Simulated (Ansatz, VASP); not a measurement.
**Two plane-wave programs on CuI**

```
Cu I
1.0
     0.00000    2.97740    2.97740
     2.97740    0.00000    2.97740
     2.97740    2.97740    0.00000
Cu I
1 1
Direct
  0.25000 0.25000 0.25000
  0.00000 0.00000 0.00000
```

Alike in both runs: task single point; functional PBE; k mesh 6 × 6 × 6; no spin polarisation.

|  | VASP | Ansatz |
| --- | --- | --- |
| version | VASP 6.6.1 | Ansatz 0.2.0 |
| potentials or method | VASP PAW PBE potentials, release 64 (Cu, I) | plane waves, PAW |
| plane-wave cutoff (eV) | 520 | 420 |
| occupations | gaussian, width 0.01 eV | fixed |
| valence electrons in the cell | 18 | 36 |

```csv
,VASP,Ansatz,Ansatz less VASP
gap on the k mesh at the Fermi level (eV),1.29,1.27,-0.024
pressure (GPa),2.9,2.9,+0.01
```

VASP's potentials hold 18 valence electrons a cell and Ansatz's 36, so a difference there can come from the potentials and not from the codes.

Spin-orbit coupling is off throughout.
